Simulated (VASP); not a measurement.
# ZrN in VASP: notebook

The runs below take ZrN through single point, with PBE.

Program: VASP 6.6.1. These are calculated values, not measurements. Logs are shortened: lines on timing, memory, paths and dates and some standing lists are left out, and cuts for length are marked.

## 1. The cell of the first run

The cell holds a slab with vacuum, 6 atoms: a = 3.249 Å, b = 3.249 Å, c = 20.595 Å, α = 90.00°, β = 90.00°, γ = 90.00°.

## 2. Single point, PBE

Contents of INCAR:

```
PREC = Accurate
ENCUT = 520
EDIFF = 1E-6
ISMEAR = -1
SIGMA = 0.05
LREAL = F
LASPH = T
NELM = 120
ALGO = Normal
ISIF = 2
LWAVE = F
LCHARG = F
LDIPOL = T
IDIPOL = 3
DIPOL = 0.5 0.5 0.500
GGA = PE
NBANDS = 34
GGA_COMPAT = F
NELMDL = -8
```

Contents of KPOINTS:

```
regular mesh
0
Gamma
  10 10 1
```

Contents of POSCAR:

```
ZrN
1.0
    3.2489502559      0.0000000000      0.0000000000
    0.0000000000      3.2489502559      0.0000000000
    0.0000000000      0.0000000000     20.5947000000
Zr N
3 3
Direct
    0.2500000000      0.2500000000      0.3884492244
    0.7500000000      0.7500000000      0.5000000000
    0.2500000000      0.2500000000      0.6115507756
    0.7500000000      0.7500000000      0.3884492244
    0.2500000000      0.2500000000      0.5000000000
    0.7500000000      0.7500000000      0.6115507756
```

Potentials or basis: VASP PAW PBE potentials, release 64 (Zr_sv, N).

Run with:

```
> cat potpaw_PBE.64/Zr_sv/POTCAR potpaw_PBE.64/N/POTCAR > POTCAR
> mpirun -np 1 vasp_std > vasp.out
```

OUTCAR:

```text
PREC = Accurate
   ENCUT = 520
   EDIFF = 1E-6
   ISMEAR = -1
   LREAL = F
   LASPH = T
   NELM = 120
   ISIF = 2
   GGA = PE
   NELMDL = -8

 ion  position               nearest neighbor table
   1  0.250  0.250  0.388-   4 2.30   4 2.30   4 2.30   4 2.30   5 2.30   2 3.25   2 3.25   2 3.25
                             2 3.25
   2  0.750  0.750  0.500-   5 2.30   5 2.30   5 2.30   5 2.30   6 2.30   4 2.30   3 3.25   3 3.25
                             1 3.25   3 3.25   1 3.25   1 3.25   3 3.25   1 3.25
   3  0.250  0.250  0.612-   6 2.30   6 2.30   6 2.30   6 2.30   5 2.30   2 3.25   2 3.25   2 3.25
                             2 3.25
   4  0.750  0.750  0.388-   1 2.30   1 2.30   1 2.30   1 2.30   2 2.30
   5  0.250  0.250  0.500-   2 2.30   2 2.30   2 2.30   2 2.30   3 2.30   1 2.30
   6  0.750  0.750  0.612-   3 2.30   3 2.30   3 2.30   3 2.30   2 2.30

  LATTYP: Found a simple tetragonal cell.
 ALAT       =     3.2489502559
 C/A-ratio  =     6.3388782154

  Lattice vectors:

 A1 = (   3.2489502559,   0.0000000000,   0.0000000000)
 A2 = (   0.0000000000,   3.2489502559,   0.0000000000)
 A3 = (   0.0000000000,   0.0000000000,  20.5947000000)

Analysis of symmetry for initial positions (statically):
=====================================================================
 Subroutine PRICEL returns:
 Original cell was already a primitive cell.

 Routine SETGRP: Setting up the symmetry group for a
 simple tetragonal supercell.

 Subroutine GETGRP returns: Found 16 space group operations
 (whereof  4 operations were pure point group operations)
 out of a pool of 16 trial point group operations.

The static configuration has the point symmetry C_2v.
 The point group associated with its full space group is D_4h.

Analysis of symmetry for dynamics (positions and initial velocities):
=====================================================================
 Subroutine PRICEL returns:
 Original cell was already a primitive cell.

 Routine SETGRP: Setting up the symmetry group for a
 simple tetragonal supercell.

 Subroutine GETGRP returns: Found 16 space group operations
 (whereof  4 operations were pure point group operations)
 out of a pool of 16 trial point group operations.

The dynamic configuration has the point symmetry C_2v.
 The point group associated with its full space group is D_4h.

 Subroutine INISYM returns: Found 16 space group operations
 (whereof  4 operations are pure point group operations),
 and found     1 'primitive' translations

----------------------------------------------------------------------------------------

                                     Primitive cell

  volume of cell :     217.3910

  direct lattice vectors                    reciprocal lattice vectors
     3.248950256  0.000000000  0.000000000     0.307791724  0.000000000  0.000000000
     0.000000000  3.248950256  0.000000000     0.000000000  0.307791724  0.000000000
     0.000000000  0.000000000 20.594700000     0.000000000  0.000000000  0.048556182

  length of vectors
     3.248950256  3.248950256 20.594700000     0.307791724  0.307791724  0.048556182

  position of ions in fractional coordinates (direct lattice)
     0.250000000  0.250000000  0.388449224
     0.750000000  0.750000000  0.500000000
     0.250000000  0.250000000  0.611550776
     0.750000000  0.750000000  0.388449224
     0.250000000  0.250000000  0.500000000
     0.750000000  0.750000000  0.611550776

  ion indices of the primitive-cell ions
   primitive index   ion index
                 1           1
                 2           2
                 3           3
                 4           4
                 5           5
                 6           6

----------------------------------------------------------------------------------------

 KPOINTS: regular mesh

Automatic generation of k-mesh.
 Grid dimensions read from file:
 generate k-points for:   10   10    1

 Generating k-lattice:

  Cartesian coordinates                     Fractional coordinates (reciprocal lattice)
     0.030779172  0.000000000  0.000000000     0.100000000  0.000000000  0.000000000
     0.000000000  0.030779172  0.000000000     0.000000000  0.100000000  0.000000000
     0.000000000  0.000000000  0.048556182     0.000000000  0.000000000  1.000000000

  Length of vectors
     0.030779172  0.030779172  0.048556182

  Shift w.r.t. Gamma in fractional coordinates (k-lattice)
     0.000000000  0.000000000  0.000000000

 Subroutine IBZKPT returns following result:
 ===========================================

 Found     21 irreducible k-points:

 Following reciprocal coordinates:
            Coordinates               Weight
  0.000000  0.000000  0.000000      1.000000
  0.100000  0.000000  0.000000      4.000000
  0.200000  0.000000  0.000000      4.000000
  0.300000  0.000000  0.000000      4.000000
  0.400000  0.000000  0.000000      4.000000
  0.500000  0.000000  0.000000      2.000000
[... 13 lines left out ...]
  0.500000  0.400000  0.000000      4.000000
  0.500000  0.500000  0.000000      1.000000
   k-points           NKPTS =     21   k-points in BZ     NKDIM =     21   number of bands    NBANDS=     34
   number of dos      NEDOS =    301   number of ions     NIONS =      6
   total plane-waves  NPLWV =  92160
   dimension x,y,z NGX =    24 NGY =   24 NGZ =  160
   dimension x,y,z NGXF=    48 NGYF=   48 NGZF=  320
   ions per type =               3   3
   NGX,Y,Z   is equivalent  to a cutoff of  12.28, 12.28, 12.92 a.u.
   NGXF,Y,Z  is equivalent  to a cutoff of  24.56, 24.56, 25.83 a.u.
 SYSTEM =  unknown system
   PREC   = accura    normal or accurate (medium, high low for compatibility)
   ISTART =      0    job   : 0-new  1-cont  2-samecut
   ICHARG =      2    charge: 1-file 2-atom 10-const
   ISPIN  =      1    spin polarized calculation?
   LNONCOLLINEAR =      F non collinear calculations
   LSORBIT =      F    spin-orbit coupling
   LASPH  =      T    aspherical Exc in radial PAW
   ENCUT  =  520.0 eV  38.22 Ry    6.18 a.u.   6.04  6.04 38.29*2*pi/ulx,y,z
   NELM   =    120;   NELMIN=  2; NELMDL= -8     # of ELM steps
   EDIFF  = 0.1E-05   stopping-criterion for ELM
   LREAL  =      F    real-space projection
   EDIFFG = 0.1E-04   stopping-criterion for IOM
   NSW    =      0    number of steps for IOM
   IBRION =     -1    ionic relax: 0-MD 1-quasi-New 2-CG
   NFREE  =      0    steps in history (QN), initial steepest desc. (CG)
   ISIF   =      2    stress and relaxation
   ISYM   =      2    0-nonsym 1-usesym 2-fastsym
   POTIM  = 0.5000    time-step for ionic-motion
   TEBEG  =    0.0;   TEEND  =   0.0 temperature during run
   PSTRESS=    0.0 pullay stress
   NELECT =      51.0000    total number of electrons
   NUPDOWN=      -1.0000    fix difference up-down
   EMIN   =  10.00;   EMAX   =-10.00  energy-range for DOS
   EFERMI =   0.00;   METHOD = LEGACY
   ISMEAR =    -1;   SIGMA  =   0.05  broadening in eV -4-tet -1-fermi 0-gaus
   EFERMI_NEDOS =   21; number of points for ismear=-14 and -15
   IALGO  =     38    algorithm
   IMIX   =      4    mixing-type and parameters
     AMIX     =   0.40;   BMIX     =  1.00
     AMIX_MAG =   1.60;   BMIX_MAG =  1.00
  volume/ion in A,a.u.               =      36.23       244.50
  Fermi-wavevector in a.u.,A,eV,Ry     =   1.009681  1.908021 13.870548  1.019457
  Thomas-Fermi vector in A             =   2.142625
   LORBIT       =      0    0 simple, 1 ext, 2 COOP (PROOUT), +10 PAW based schemes
   GGA     = PE    functional components
   LHFCALC =     F    Hartree Fock is set to
   AEXX    =    0.0000 exact exchange contribution
   IVDW    =     0    specifies the selected vdW correction
   LEPSILON=     F    determine dielectric tensor
   LRPA    =     F    only Hartree local field effects (RPA)
 non-spin polarized calculation
  energy-cutoff  :      520.00
  volume of cell :      217.39
 maximum number of plane-waves:      5912
   NGX = 13   NGY = 13   NGZ = 77

 number of electron      50.9999999 magnetization

 dipolmoment           0.000000      0.000000     -0.000000 electrons x Angstroem

 Free energy of the ion-electron system (eV)
  ---------------------------------------------------
  ext. energy  EPLUGINS =         0.00000000
  ---------------------------------------------------
  free energy    TOTEN  =       -59.00484487 eV

  energy without entropy =      -58.97977331  energy(sigma->0) =      -58.99230909

 E-fermi :   2.2878     XC(G=0):  -5.2596

 val. band max:        2.2160590615   @ k =   0.2000   0.0000   0.0000
 cond. band min:       2.3128178329   @ k =   0.2000   0.1000   0.0000
 fundamental gap:      0.0967587714
 Fermi energy:         2.2878242481

 k-point     1 :       0.0000    0.0000    0.0000
  band No.  band energies     occupation
      1     -47.6771      2.00000
      2     -47.6679      2.00000
      3     -47.2380      2.00000
      4     -26.0653      2.00000
      5     -25.9473      2.00000
      6     -25.4794      2.00000
[... 26 lines left out ...]
     33       4.3663      0.00000
     34       4.4529      0.00000

 k-point     2 :       0.1000    0.0000    0.0000
  band No.  band energies     occupation
      1     -47.6721      2.00000
      2     -47.6637      2.00000
      3     -47.2344      2.00000
      4     -26.0527      2.00000
      5     -25.9591      2.00000
      6     -25.5319      2.00000
[... 26 lines left out ...]
     33       4.3596      0.00000
     34       4.6849      0.00000

 k-point     3 :       0.2000    0.0000    0.0000
  band No.  band energies     occupation
      1     -47.6589      2.00000
      2     -47.6527      2.00000
      3     -47.2249      2.00000
      4     -26.0226      2.00000
      5     -26.0014      2.00000
      6     -25.7030      2.00000
[... 26 lines left out ...]
     33       4.4245      0.00000
     34       5.0507      0.00000

 k-point     4 :       0.3000    0.0000    0.0000
  band No.  band energies     occupation
      1     -47.6425      2.00000
      2     -47.6390      2.00000
      3     -47.2131      2.00000
      4     -26.0794      2.00000
      5     -26.0178      2.00000
      6     -25.8569      2.00000
[... 26 lines left out ...]
     33       4.5526      0.00000
     34       5.4230      0.00000

 k-point     5 :       0.4000    0.0000    0.0000
  band No.  band energies     occupation
      1     -47.6291      2.00000
      2     -47.6279      2.00000
      3     -47.2037      2.00000
      4     -26.1607      2.00000
      5     -26.1053      2.00000
      6     -25.9679      2.00000
[... 510 lines left out ...]
 k-point    19 :       0.4000    0.4000    0.0000
  band No.  band energies     occupation
      1     -47.5901      2.00000
      2     -47.5897      2.00000
      3     -47.1636      2.00000
      4     -25.9791      2.00000
      5     -25.9255      2.00000
      6     -25.8770      2.00000
[... 26 lines left out ...]
     33       6.0192      0.00000
     34       6.2876      0.00000

 k-point    20 :       0.5000    0.4000    0.0000
  band No.  band energies     occupation
      1     -47.5860      2.00000
      2     -47.5856      2.00000
      3     -47.1594      2.00000
      4     -25.9702      2.00000
      5     -25.9655      2.00000
      6     -25.8969      2.00000
[... 26 lines left out ...]
     33       6.4202      0.00000
     34       6.4741      0.00000

 k-point    21 :       0.5000    0.5000    0.0000
  band No.  band energies     occupation
      1     -47.5819      2.00000
      2     -47.5816      2.00000
      3     -47.1550      2.00000
      4     -25.9714      2.00000
      5     -25.9714      2.00000
      6     -25.8631      2.00000
[... 26 lines left out ...]
     33       6.5296      0.00000
     34       6.6961      0.00000

------------------------ aborting loop because EDIFF is reached ----------------------------------------

 vacuum level on the upper side and lower side of the slab       (xc-potential included)        -0.290        -0.290

  FORCE on cell =-STRESS in cart. coord.  units (eV):
  Direction    XX          YY          ZZ          XY          YZ          ZX
  --------------------------------------------------------------------------------------
  -------------------------------------------------------------------------------------
  Total       -5.8694358     -5.8694358     -2.7755290     -0.0000000      0.0000000      0.0000000
  in kB      -43.2578917    -43.2578917    -20.4557192     -0.0000000      0.0000000      0.0000000
  external PRESSURE =     -35.6571675 kB  Pullay stress =       0.0000000 kB

 VOLUME and BASIS-vectors are now :
 -----------------------------------------------------------------------------
  energy-cutoff  :      520.00
  volume of cell :      217.39
      direct lattice vectors                 reciprocal lattice vectors
     3.248950256  0.000000000  0.000000000     0.307791724  0.000000000  0.000000000
     0.000000000  3.248950256  0.000000000     0.000000000  0.307791724  0.000000000
     0.000000000  0.000000000 20.594700000     0.000000000  0.000000000  0.048556182

 POSITION                                       TOTAL-FORCE (eV/Angst)
 -----------------------------------------------------------------------------------
      0.81224      0.81224      8.00000        -0.000000     -0.000000      1.407029
      2.43671      2.43671     10.29735        -0.000000      0.000000      0.000000
      0.81224      0.81224     12.59470        -0.000000     -0.000000     -1.407029
      2.43671      2.43671      8.00000         0.000000      0.000000     -0.817327
      0.81224      0.81224     10.29735        -0.000000      0.000000      0.000000
      2.43671      2.43671     12.59470        -0.000000     -0.000000      0.817327
 -----------------------------------------------------------------------------------
    total drift:                                0.000000      0.000000     -0.000000

  FREE ENERGIE OF THE ION-ELECTRON SYSTEM (eV)
  ---------------------------------------------------
  free  energy   TOTEN  =       -59.0048448723 eV

  energy  without entropy=      -58.9797733102  energy(sigma->0) =      -58.99230909

 vacuum level on the upper side and lower side of the slab         4.755         4.755
```

It took 2.9 min on 1 thread of Intel Xeon Platinum 8259CL at 2.50GHz (Skylake/Cascade Lake), shared host; peak memory 0.35 GiB.

What came out:

```yaml
Free_energy: -59.0048 eV
Largest_force: 1.407 eV/Å
Band_gap_on_the_k_mesh: zero (an odd number of electrons rules out a gap without spin polarisation)
```

Forces on the atoms (eV/Å):
```
Zr   0.000  0.000  1.407
Zr   0.000  0.000  0.000
Zr   0.000  0.000 -1.407
N    0.000  0.000 -0.817
N    0.000  0.000  0.000
N    0.000  0.000  0.817
```

Levels at points of the mesh, in eV from the Fermi level:
```csv
k point,band 23,band 24,band 25,band 26,band 27,band 28
"(0.00, 0.00, 0.00)",-2.82,-2.43,-2.43,-2.11,-1.00,-0.47
"(0.50, 0.00, 0.00)",-4.95,-4.42,1.11,1.18,1.78,1.99
"(0.50, 0.50, 0.00)",-3.30,-2.68,-2.00,-2.00,0.10,0.10
```

## 3. Single point, PBE

Contents of INCAR:

```
SYSTEM = ZrN
ALGO = Normal
DIPOL = 0.5 0.5 0.500
EDIFF = 1E-6
ENCUT = 520
GGA = PE
GGA_COMPAT = .FALSE.
IDIPOL = 3
ISIF = 2
ISMEAR = -1
LASPH = .TRUE.
LCHARG = .FALSE.
LDIPOL = .TRUE.
LREAL = .FALSE.
LWAVE = .FALSE.
NBANDS = 34
NELM = 120
NELMDL = -8
PREC = Accurate
SIGMA = 0.05
```

Contents of KPOINTS:

```
k-points
0
G
  10 10 1
  0 0 0
```

Contents of POSCAR:

```
ZrN
1.0
    3.2489502559      0.0000000000      0.0000000000
    0.0000000000      3.2489502559      0.0000000000
    0.0000000000      0.0000000000     20.5947000000
Zr N
3 3
Direct
    0.2500000000      0.2500000000      0.3949687699
    0.7500000000      0.7500000000      0.5000000065
    0.2500000000      0.2500000000      0.6050312169
    0.7500000000      0.7500000000      0.3845318263
    0.2500000000      0.2500000000      0.4999999971
    0.7500000000      0.7500000000      0.6154681833
```

Potentials or basis: VASP PAW PBE potentials, release 64 (Zr_sv, N).

Run with:

```
> cat potpaw_PBE.64/Zr_sv/POTCAR potpaw_PBE.64/N/POTCAR > POTCAR
> mpirun -np 1 vasp_std > vasp.out
```

Wall time 3.5 min (1 thread of Intel Xeon Platinum 8259CL at 2.50GHz (Skylake/Cascade Lake), shared host); peak memory 0.35 GiB.

Results (log left out):

```
Free energy            : -59.3156 eV
Largest force          : 0.016 eV/Å
Band gap on the k mesh : zero (an odd number of electrons rules out a gap without spin polarisation)
```

Forces on the atoms (eV/Å):
```
Zr   0.000  0.000 -0.016
Zr   0.000  0.000  0.000
Zr   0.000  0.000  0.016
N    0.000  0.000 -0.015
N    0.000  0.000  0.000
N    0.000  0.000  0.015
```

Levels at points of the mesh, in eV from the Fermi level:
```tsv
k point	band 22	band 23	band 24	band 25	band 26	band 27	band 28	band 29	band 30	band 31
(0.00, 0.00, 0.00)	-2.52	-2.52	-2.32	-2.32	-2.03	-0.68	0.04	0.04	0.16	1.17
(0.50, 0.00, 0.00)	-4.78	-4.67	-4.19	0.93	1.49	1.79	1.82	2.33	2.72	2.76
(0.50, 0.50, 0.00)	-3.46	-3.46	-2.69	-2.69	-2.57	0.77	0.77	2.34	3.73	3.73
```
